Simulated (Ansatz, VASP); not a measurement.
One calculation of TiO2, two programs

```
CELL_PARAMETERS angstrom
1.48620 -2.57418 0.00000
1.48620 -0.85806 -4.86926
9.16491 4.71933 0.00000
ATOMIC_POSITIONS crystal
Ti 0.84166 0.00000 0.95005
Ti 0.46666 0.00000 0.20005
Ti 0.92499 0.00000 0.45005
Ti 0.38333 0.00000 0.70005
O 0.88393 0.19876 0.10015
O 0.34226 0.19876 0.35015
O 0.80060 0.19876 0.60015
O 0.25893 0.19876 0.85015
O 0.59105 0.80124 0.04995
O 0.04939 0.80124 0.29995
O 0.50772 0.80124 0.54995
O 0.96605 0.80124 0.79995
```

Alike in both runs: task single point; functional PBE; dispersion D3(BJ); k mesh 9 × 6 × 3; occupations gaussian, width 0.05 eV; no spin polarisation.

|  | VASP | Ansatz |
| --- | --- | --- |
| version | VASP 6.6.1 | Ansatz 0.2.0 |
| potentials or method | VASP PAW PBE potentials, release 64 (Ti_sv, O), cutoff 520 eV | scalar-relativistic, plane waves, PAW |
| valence electrons in the cell | 96 | 96 |

|  | VASP | Ansatz | Ansatz less VASP |
| --- | --- | --- | --- |
| gap on the k mesh at the Fermi level (eV) | 2.37 | 2.39 | +0.021 |
| least direct gap on the mesh (eV) | 2.45 | 2.48 | +0.021 |
| pressure (GPa) | 5.1 | 4.4 | -0.70 |
| traceless stress, the component that is largest in VASP (GPa) | 7.33 | 7.04 | -0.283 |
| rms of the force components (eV/Å) | 1.554 | 1.501 | -0.0528 |

Atom by atom the forces differ by 0.064 eV/Å (rms over components).
